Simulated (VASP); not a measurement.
Write the native input for VASP 6.6.1 that does the following.

| Item | Value |
| --- | --- |
| Task | relaxation of cell and atoms |
| Functional | PBE |
| Dispersion | D3(BJ) |
| Potentials or basis | VASP PAW PBE potentials, release 64 (Sb, Bi_d) |
| Cutoff | 600 eV |
| k mesh | 12 × 12 × 12 |
| Occupations | gaussian, width 0.1 eV |
| Spin | no spin polarisation |
| Dipole correction | no |
| Further INCAR settings | ALGO = Normal; EDIFF = 1e-06; IBRION = 2; EDIFFG = -0.01; NSW = 100; ISIF = 3 |

The structure of BiSb2 lies in POSCAR:

```
BiSb2
1.0
    2.0816486317      1.2018403979      6.0723047105
   -2.0816486317      1.2018403979      6.0723047105
    0.0000000000     -2.4036807957      6.0723047105
Sb Bi
2 1
Direct
    0.7198152531      0.7198152531      0.7198152531
    0.2801847469      0.2801847469      0.2801847469
    0.5000000000      0.5000000000      0.5000000000
```

One way to write it, as run:

INCAR

```
SYSTEM = BiSb2
  PREC = Accurate
  ENCUT = 600
  EDIFF = 1E-6
  ISMEAR = 0
  SIGMA = 0.1
  LREAL = .FALSE.
  LASPH = .TRUE.
  NELM = 60
  ALGO = Normal
  ISIF = 3
  LWAVE = .FALSE.
  LCHARG = .FALSE.
  GGA = PE
  IVDW = 12
  IBRION = 2
  NSW = 100
  EDIFFG = -0.01
```

KPOINTS

```
regular mesh
0
G
  12 12 12
  0 0 0
```

Potentials or basis: VASP PAW PBE potentials, release 64 (Sb, Bi_d).

Command:

```sh
$ cat potpaw_PBE.64/Sb/POTCAR potpaw_PBE.64/Bi_d/POTCAR > POTCAR
$ mpirun -np 1 vasp_std > vasp.out
```

It gave:

* Relaxed volume: 30.22 Å³/atom
* Relaxed cell: a = 6.588 Å, b = 6.588 Å, c = 6.588 Å, α = 36.52°, β = 36.52°, γ = 36.52°
* Space group after relaxing (to 0.05 Å): R-3m (No. 166)
* Energy gained by relaxing: 1.1 meV/atom
* Ionic steps: 8
* Pressure after relaxing: 0.0 GPa
* Dispersion energy per atom: -0.488 eV

Caveat: pairwise dispersion overbinds metals, which lowers pressure and volume.

It took 23 min on 1 thread of Intel(R) Xeon(R) 6975P-C (Granite Rapids), on a shared host, peak memory 0.69 GiB.
